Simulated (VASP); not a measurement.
## Al8H: single point with PBE

System: Al8H, a slab with vacuum.

```xyz
18
Lattice="5.7135 0.0000 0.0000 0.0000 8.0801 0.0000 0.0000 0.0000 22.2433" Properties=species:S:1:pos:R:3 pbc="T T T"
Al    1.4284    2.0200    4.0000
Al    1.4284    6.0601    4.0000
Al    4.2851    2.0200    4.0000
Al    4.2851    6.0601    4.0000
Al    0.0000    0.0000    5.4284
Al    0.0000    4.0401    5.4284
Al    2.8568    0.0000    5.4284
Al    2.8568    4.0401    5.4284
Al    1.4284    2.0200    6.9012
Al    1.4284    6.0601    6.9012
Al    4.2851    2.0200    6.9012
Al    4.2851    6.0601    6.9012
Al    0.0000    0.0000    8.2433
Al    0.0000    4.0401    8.2433
Al    2.8568    0.0000    8.2433
Al    2.8568    4.0401    8.2433
H     4.2851   -0.9245    9.9733
H     4.2851    0.9245    9.9733
```

* Program: VASP 6.6.1
* Task: single point
* Functional: PBE
* Potentials or basis: VASP PAW PBE potentials, release 64 (Al, H)
* Cutoff: 520 eV
* k mesh: 5 × 4 × 1
* Occupations: gaussian, width 0.1 eV
* Spin: no spin polarisation
* Dipole correction: yes
* Further INCAR settings: LREAL = Auto; ALGO = Normal; EDIFF = 1e-07; NBANDS = 40

The largest force is 1.206 eV/Å. The band gap on the k mesh is zero (bands 25 and 26 overlap by 0.35 eV).

Forces on the atoms (eV/Å):
```
Al   0.000  0.076  0.240
Al   0.000 -0.076  0.240
Al   0.000 -0.056  0.207
Al   0.000  0.056  0.207
Al   0.286  0.000 -0.301
Al   0.145  0.000 -0.251
Al  -0.286  0.000 -0.301
Al  -0.145  0.000 -0.251
Al   0.000 -0.008 -0.092
Al   0.000  0.008 -0.092
Al   0.000 -0.032  0.163
Al   0.000  0.032  0.163
Al  -0.317  0.000  1.117
Al  -0.072  0.000  0.059
Al   0.317  0.000  1.117
Al   0.072  0.000  0.059
H    0.000  0.383 -1.143
H    0.000 -0.383 -1.143
```

Levels at points of the mesh, in eV from the Fermi level:
```
           k point  band 22  band 23  band 24  band 25  band 26  band 27  band 28  band 29
(0.00, 0.00, 0.00)    -0.94    -0.74    -0.69    -0.42    -0.18    -0.11     0.14     0.39
(0.00, 0.50, 0.00)    -0.93    -0.90    -0.86    -0.24    -0.21     0.23     0.26     0.31
```

Wall time 8.4 min on 1 thread of AMD EPYC 9R45 96-Core Processor (Zen 5) (shared host), peak memory 0.87 GiB.
